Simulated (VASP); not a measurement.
# W (Im-3m) in VASP: a series of runs

The runs below take W through single point, relaxation of cell and atoms, with r2SCAN, PBEsol.

Everything below comes from runs of VASP 6.6.1. Logs are shortened: lines on timing, memory, paths and dates and some standing lists are left out, and cuts for length are marked.

### Step 1. The cell of the first run

It takes space group Im-3m (No. 229, cubic). The conventional cell has a = 3.170 Å, b = 3.170 Å, c = 3.170 Å, α = 90.00°, β = 90.00°, γ = 90.00°. Within 3.6 Å of W (site symmetry m-3m) lie 14 W at 2.74 to 3.17 Å.

### Step 2. Single point, r2SCAN

File POSCAR:

```
W
1.0
   -1.5847559371      1.5847559371      1.5847559371
    1.5847559371     -1.5847559371      1.5847559371
    1.5847559371      1.5847559371     -1.5847559371
W
1
Direct
    0.0000000000      0.0000000000      0.0000000000
```

File INCAR.step1:

```
  ALGO = Normal
  EDIFF = 1E-4
  ENCUT = 520
  GGA = PE
  ISMEAR = 1
  LASPH = T
  LCHARG = F
  LREAL = F
  LWAVE = T
  NBANDS = 13
  NELM = 80
  PREC = Accurate
  SIGMA = 0.1
```

File INCAR.step2:

```
  ALGO = Normal
  EDIFF = 1E-7
  ENCUT = 520
  ISIF = 2
  ISMEAR = 1
  ISTART = 1
  LASPH = T
  LCHARG = T
  LELF = T
  LMIXTAU = T
  LREAL = F
  LVHAR = T
  LWAVE = F
  METAGGA = R2SCAN
  NBANDS = 13
  NELM = 80
  PREC = Accurate
  SIGMA = 0.1
```

File KPOINTS:

```
k-points
0
Gamma
  24 24 24
```

Potentials or basis: VASP PAW PBE potentials, release 64 (W_sv).

Started as:

```console
> cat potpaw_PBE.64/W_sv/POTCAR > POTCAR
> cp INCAR.step1 INCAR
> mpirun -np 1 vasp_std > vasp.out
> cp INCAR.step2 INCAR
> mpirun -np 1 vasp_std > vasp.out
```

OUTCAR:

```text
EDIFF = 1E-7
   ENCUT = 520
   ISIF = 2
   ISMEAR = 1
   ISTART = 1
   LASPH = T
   LREAL = F
   METAGGA = R2SCAN
   NELM = 80
   PREC = Accurate

 ion  position               nearest neighbor table
   1  0.000  0.000  0.000-

  LATTYP: Found a body centered cubic cell.
 ALAT       =     3.1695118742

  Lattice vectors:

 A1 = (  -1.5847559371,   1.5847559371,   1.5847559371)
 A2 = (   1.5847559371,  -1.5847559371,   1.5847559371)
 A3 = (   1.5847559371,   1.5847559371,  -1.5847559371)

Analysis of symmetry for initial positions (statically):
=====================================================================
 Subroutine PRICEL returns:
 Original cell was already a primitive cell.

 Routine SETGRP: Setting up the symmetry group for a
 body centered cubic supercell.

 Subroutine GETGRP returns: Found 48 space group operations
 (whereof 48 operations were pure point group operations)
 out of a pool of 48 trial point group operations.

The static configuration has the point symmetry O_h .

Analysis of symmetry for dynamics (positions and initial velocities):
=====================================================================
 Subroutine PRICEL returns:
 Original cell was already a primitive cell.

 Routine SETGRP: Setting up the symmetry group for a
 body centered cubic supercell.

 Subroutine GETGRP returns: Found 48 space group operations
 (whereof 48 operations were pure point group operations)
 out of a pool of 48 trial point group operations.

The dynamic configuration has the point symmetry O_h .

 Subroutine INISYM returns: Found 48 space group operations
 (whereof 48 operations are pure point group operations),
 and found     1 'primitive' translations

----------------------------------------------------------------------------------------

                                     Primitive cell

  volume of cell :      15.9201

  direct lattice vectors                    reciprocal lattice vectors
    -1.584755937  1.584755937  1.584755937     0.000000000  0.315505996  0.315505996
     1.584755937 -1.584755937  1.584755937     0.315505996  0.000000000  0.315505996
     1.584755937  1.584755937 -1.584755937     0.315505996  0.315505996  0.000000000

  length of vectors
     2.744877801  2.744877801  2.744877801     0.446192858  0.446192858  0.446192858

  position of ions in fractional coordinates (direct lattice)
     0.000000000  0.000000000  0.000000000

  ion indices of the primitive-cell ions
   primitive index   ion index
                 1           1

----------------------------------------------------------------------------------------

 KPOINTS: k-points

Automatic generation of k-mesh.
 Grid dimensions read from file:
 generate k-points for:   24   24   24

 Generating k-lattice:

  Cartesian coordinates                     Fractional coordinates (reciprocal lattice)
     0.000000000  0.013146083  0.013146083     0.041666667  0.000000000  0.000000000
     0.013146083  0.000000000  0.013146083     0.000000000  0.041666667  0.000000000
     0.013146083  0.013146083  0.000000000     0.000000000  0.000000000  0.041666667

  Length of vectors
     0.018591369  0.018591369  0.018591369

  Shift w.r.t. Gamma in fractional coordinates (k-lattice)
     0.000000000  0.000000000  0.000000000

 Subroutine IBZKPT returns following result:
 ===========================================

 Found    413 irreducible k-points:

 Following reciprocal coordinates:
            Coordinates               Weight
  0.000000  0.000000  0.000000      1.000000
  0.041667  0.000000  0.000000     12.000000
  0.083333  0.000000  0.000000     12.000000
  0.125000  0.000000  0.000000     12.000000
  0.166667  0.000000  0.000000     12.000000
  0.208333  0.000000  0.000000     12.000000
[... 16 lines left out ...]
  0.416667  0.041667  0.000000     48.000000
  0.458333  0.041667  0.000000     48.000000
 [... further k-points ...]
   k-points           NKPTS =    413   k-points in BZ     NKDIM =    413   number of bands    NBANDS=     13
   number of dos      NEDOS =    301   number of ions     NIONS =      1
   total plane-waves  NPLWV =   8000
   dimension x,y,z NGX =    20 NGY =   20 NGZ =   20
   dimension x,y,z NGXF=    40 NGYF=   40 NGZF=   40
   ions per type =               1
   NGX,Y,Z   is equivalent  to a cutoff of  12.11, 12.11, 12.11 a.u.
   NGXF,Y,Z  is equivalent  to a cutoff of  24.23, 24.23, 24.23 a.u.
 SYSTEM =  unknown system
   PREC   = accura    normal or accurate (medium, high low for compatibility)
   ISTART =      1    job   : 0-new  1-cont  2-samecut
   ICHARG =      0    charge: 1-file 2-atom 10-const
   ISPIN  =      1    spin polarized calculation?
   LNONCOLLINEAR =      F non collinear calculations
   LSORBIT =      F    spin-orbit coupling
   LASPH  =      T    aspherical Exc in radial PAW
   ENCUT  =  520.0 eV  38.22 Ry    6.18 a.u.   5.10  5.10  5.10*2*pi/ulx,y,z
   NELM   =     80;   NELMIN=  2; NELMDL=  0     # of ELM steps
   EDIFF  = 0.1E-06   stopping-criterion for ELM
   LREAL  =      F    real-space projection
   EDIFFG = 0.1E-05   stopping-criterion for IOM
   NSW    =      0    number of steps for IOM
   IBRION =     -1    ionic relax: 0-MD 1-quasi-New 2-CG
   NFREE  =      0    steps in history (QN), initial steepest desc. (CG)
   ISIF   =      2    stress and relaxation
   ISYM   =      2    0-nonsym 1-usesym 2-fastsym
   POTIM  = 0.5000    time-step for ionic-motion
   TEBEG  =    0.0;   TEEND  =   0.0 temperature during run
   PSTRESS=    0.0 pullay stress
   NELECT =      14.0000    total number of electrons
   NUPDOWN=      -1.0000    fix difference up-down
   EMIN   =  10.00;   EMAX   =-10.00  energy-range for DOS
   EFERMI =   0.00;   METHOD = LEGACY
   ISMEAR =     1;   SIGMA  =   0.10  broadening in eV -4-tet -1-fermi 0-gaus
   EFERMI_NEDOS =   21; number of points for ismear=-14 and -15
   IALGO  =     38    algorithm
   IMIX   =      4    mixing-type and parameters
     AMIX     =   0.40;   BMIX     =  1.00
     AMIX_MAG =   1.60;   BMIX_MAG =  1.00
  volume/ion in A,a.u.               =      15.92       107.43
  Fermi-wavevector in a.u.,A,eV,Ry     =   1.568442  2.963926 33.470471  2.460010
  Thomas-Fermi vector in A             =   2.670473
   LORBIT       =      0    0 simple, 1 ext, 2 COOP (PROOUT), +10 PAW based schemes
   METAGGA = R2SCAN    functional components
   LHFCALC =     F    Hartree Fock is set to
   AEXX    =    0.0000 exact exchange contribution
   IVDW    =     0    specifies the selected vdW correction
   LEPSILON=     F    determine dielectric tensor
   LRPA    =     F    only Hartree local field effects (RPA)
 non-spin polarized calculation
 Methfessel and Paxton  Order N= 1 SIGMA  =   0.10
  energy-cutoff  :      520.00
  volume of cell :       15.92
 maximum number of plane-waves:       444
   NGX = 11   NGY = 11   NGZ = 11

 number of electron      14.0000003 magnetization

 Free energy of the ion-electron system (eV)
  ---------------------------------------------------
  ext. energy  EPLUGINS =         0.00000000
  ---------------------------------------------------
  free energy    TOTEN  =       -51.35407061 eV

  energy without entropy =      -51.35405919  energy(sigma->0) =      -51.35406680

 E-fermi :  11.2707     XC(G=0): -14.9327

 val. band max:       11.2647739709   @ k =   0.1667   0.0000   0.0000
 cond. band min:      11.2734616675   @ k =  -0.2500   0.2917   0.1250
 fundamental gap:      0.0086876966
 Fermi energy:        11.2706566424

 k-point     1 :       0.0000    0.0000    0.0000
  band No.  band energies     occupation
      1     -64.8973      2.00000
      2     -27.7631      2.00000
      3     -27.7631      2.00000
      4     -27.7631      2.00000
      5       1.1227      2.00000
      6       9.9508      2.00000
      7       9.9508      2.00000
      8       9.9508      2.00000
      9      13.7778      0.00000
     10      13.7778      0.00000
     11      26.4778      0.00000
     12      26.4778      0.00000
     13      26.4778      0.00000

 k-point     2 :       0.0417    0.0000    0.0000
  band No.  band energies     occupation
      1     -64.8948      2.00000
      2     -27.7881      2.00000
      3     -27.7708      2.00000
      4     -27.7632      2.00000
      5       1.2106      2.00000
      6       9.8962      2.00000
      7       9.9388      2.00000
      8      10.0349      2.00000
      9      13.6864      0.00000
     10      13.7773      0.00000
     11      26.5538      0.00000
     12      26.6277      0.00000
     13      26.6939      0.00000

 k-point     3 :       0.0833    0.0000    0.0000
  band No.  band energies     occupation
      1     -64.8874      2.00000
      2     -27.8611      2.00000
      3     -27.7934      2.00000
      4     -27.7636      2.00000
      5       1.4691      2.00000
      6       9.7401      2.00000
      7       9.8938      2.00000
      8      10.2858      2.00000
      9      13.4575      0.00000
     10      13.7783      0.00000
     11      26.7616      0.00000
     12      27.0690      0.00000
     13      27.2847      0.00000

 k-point     4 :       0.1250    0.0000    0.0000
  band No.  band energies     occupation
      1     -64.8757      2.00000
      2     -27.9757      2.00000
      3     -27.8292      2.00000
      4     -27.7641      2.00000
      5       1.8814      2.00000
      6       9.5026      2.00000
      7       9.7941      2.00000
      8      10.6984      2.00000
      9      13.1995     -0.00000
     10      13.7881      0.00000
     11      27.0317      0.00000
     12      27.7798      0.00000
     13      28.0857      0.00000

 k-point     5 :       0.1667    0.0000    0.0000
  band No.  band energies     occupation
      1     -64.8604      2.00000
      2     -28.1228      2.00000
      3     -27.8756      2.00000
      4     -27.7649      2.00000
      5       2.4175      2.00000
      6       9.2106      2.00000
      7       9.6280      2.00000
      8      11.2648      1.09938
      9      13.0215     -0.00000
     10      13.8159      0.00000
     11      27.2249      0.00000
     12      28.7295      0.00000
     13      28.8092      0.00000
[... 257 lines left out ...]
 k-point    22 :       0.3750    0.0417    0.0000
  band No.  band energies     occupation
      1     -64.7634      2.00000
      2     -28.9815      2.00000
      3     -28.1621      2.00000
      4     -27.7797      2.00000
      5       4.7664      2.00000
      6       7.7158      2.00000
      7      10.4215      2.00000
      8      13.5925      0.00000
      9      14.5053      0.00000
     10      16.2938      0.00000
     11      24.0132      0.00000
     12      24.4065      0.00000
     13      30.6159      0.00000

 k-point    23 :       0.4167    0.0417    0.0000
  band No.  band energies     occupation
      1     -64.7538      2.00000
      2     -29.0622      2.00000
      3     -28.1906      2.00000
      4     -27.7802      2.00000
      5       4.7723      2.00000
      6       7.5877      2.00000
      7      11.0710      2.01619
      8      13.6313      0.00000
      9      14.6436      0.00000
     10      17.0898      0.00000
     11      23.2652      0.00000
     12      23.7518      0.00000
     13      29.4852      0.00000

 k-point    24 :       0.4583    0.0417    0.0000
  band No.  band energies     occupation
      1     -64.7487      2.00000
      2     -29.1038      2.00000
      3     -28.2053      2.00000
      4     -27.7806      2.00000
      5       4.7598      2.00000
      6       7.5226      2.00000
      7      11.5135     -0.00317
      8      13.5912      0.00000
      9      14.7345      0.00000
     10      17.5590      0.00000
     11      22.7835      0.00000
     12      23.4672      0.00000
     13      28.8453      0.00000

 [... further k-points ...]

------------------------ aborting loop because EDIFF is reached ----------------------------------------

  FORCE on cell =-STRESS in cart. coord.  units (eV):
  Direction    XX          YY          ZZ          XY          YZ          ZX
  --------------------------------------------------------------------------------------
  -------------------------------------------------------------------------------------
  Total        0.1040978      0.1040978      0.1040978     -0.0000000      0.0000000     -0.0000000
  in kB       10.4762294     10.4762294     10.4762294     -0.0000000      0.0000000     -0.0000000
  external PRESSURE =      10.4762294 kB  Pullay stress =       0.0000000 kB

 VOLUME and BASIS-vectors are now :
 -----------------------------------------------------------------------------
  energy-cutoff  :      520.00
  volume of cell :       15.92
      direct lattice vectors                 reciprocal lattice vectors
    -1.584755937  1.584755937  1.584755937     0.000000000  0.315505996  0.315505996
     1.584755937 -1.584755937  1.584755937     0.315505996  0.000000000  0.315505996
     1.584755937  1.584755937 -1.584755937     0.315505996  0.315505996  0.000000000

 POSITION                                       TOTAL-FORCE (eV/Angst)
 -----------------------------------------------------------------------------------
      0.00000      0.00000      0.00000        -0.000000      0.000000     -0.000000
 -----------------------------------------------------------------------------------
    total drift:                                0.000000     -0.000000      0.000000

  FREE ENERGIE OF THE ION-ELECTRON SYSTEM (eV)
  ---------------------------------------------------
  free  energy   TOTEN  =       -51.3540706052 eV

  energy  without entropy=      -51.3540591878  energy(sigma->0) =      -51.35406680
```

It took 2.4 min on 1 thread of Intel Xeon Platinum 8559C (Emerald Rapids), shared host; peak memory 0.19 GiB.

Results:

| Item | Value |
| --- | --- |
| Free energy | -51.3541 eV |
| Pressure | 1.0 GPa |
| Band gap on the k mesh | zero (bands 7 and 8 overlap by 6.58 eV) |

Caveat: the PAW data sets were made with another functional, which shifts forces and pressure a little; spin-orbit coupling is left out, which moves the levels of the heavy elements.

### Step 3. Relaxation of cell and atoms, PBEsol

This run uses another cell than the first one, of 15.78 Å³/atom.

File INCAR:

```
SYSTEM = W
PREC = Accurate ; ENCUT = 600
EDIFF = 1E-7 ; ISMEAR = 1
SIGMA = 0.1 ; LREAL = .False.
LASPH = .True. ; NELM = 100
ALGO = Normal ; ISIF = 3
LWAVE = .False. ; LCHARG = .False.
GGA = PS ; IBRION = 2
NSW = 60 ; EDIFFG = -0.005
```

File KPOINTS:

```
Automatic mesh
0
Gamma
  24 24 24
  0 0 0
```

File POSCAR:

```
W
1.0
   -1.5800000000      1.5800000000      1.5800000000
    1.5800000000     -1.5800000000      1.5800000000
    1.5800000000      1.5800000000     -1.5800000000
W
1
Direct
    0.0000000000      0.0000000000      0.0000000000
```

Potentials or basis: VASP PAW PBE potentials, release 64 (W_sv).

Started as:

```console
> cat potpaw_PBE.64/W_sv/POTCAR > POTCAR
> mpirun -np 1 vasp_std > vasp.out
```

Wall time 53 s (1 thread of Intel Xeon Platinum 8559C (Emerald Rapids), shared host); peak memory 0.21 GiB.

The run converged. Its results:

* Free energy: -13.8066 eV
* Relaxed volume: 15.72 Å³/atom
* Relaxed cell: a = 2.734 Å, b = 2.734 Å, c = 2.734 Å, α = 109.47°, β = 109.47°, γ = 109.47°
* Space group after relaxing (to 0.1 Å): Im-3m (No. 229)
* Energy gained by relaxing: 0.2 meV/atom
* Ionic steps: 3
* Pressure after relaxing: 0.0 GPa
* Band gap on the k mesh: zero (bands 7 and 8 overlap by 6.48 eV)

The path:
```csv
step,energy change (eV),largest force (eV/Å),pressure (GPa),volume (Å³)
1,0.0000,0.0000,-1.08,15.78
2,0.0021,0.0000,4.00,15.54
3,-0.0002,0.0000,0.00,15.72
```

Final structure:
```yaml
crystal:
  lattice:
    - [-1.57824, 1.57824, 1.57824]
    - [1.57824, -1.57824, 1.57824]
    - [1.57824, 1.57824, -1.57824]
  atoms:
    - { symbol: W, position: [0.00000, 0.00000, 0.00000] }
```

Levels at points of the mesh, in eV from the Fermi level:
| k point | band 4 | band 5 | band 6 | band 7 | band 8 | band 9 | band 10 | band 11 |
| --- | --- | --- | --- | --- | --- | --- | --- | --- |
| (0.00, 0.00, 0.00) | -37.73 | -9.74 | -1.29 | -1.29 | -1.29 | 2.21 | 2.21 | 14.52 |
| (0.50, 0.00, 0.00) | -37.73 | -6.39 | -3.66 | 0.68 | 2.11 | 3.10 | 6.19 | 11.16 |
| (0.50, 0.50, 0.50) | -38.66 | -5.96 | -5.96 | 5.19 | 5.19 | 5.19 | 8.28 | 8.28 |

Caveat: the PAW data sets were made with another functional, which shifts forces and pressure a little; spin-orbit coupling is left out, which moves the levels of the heavy elements.
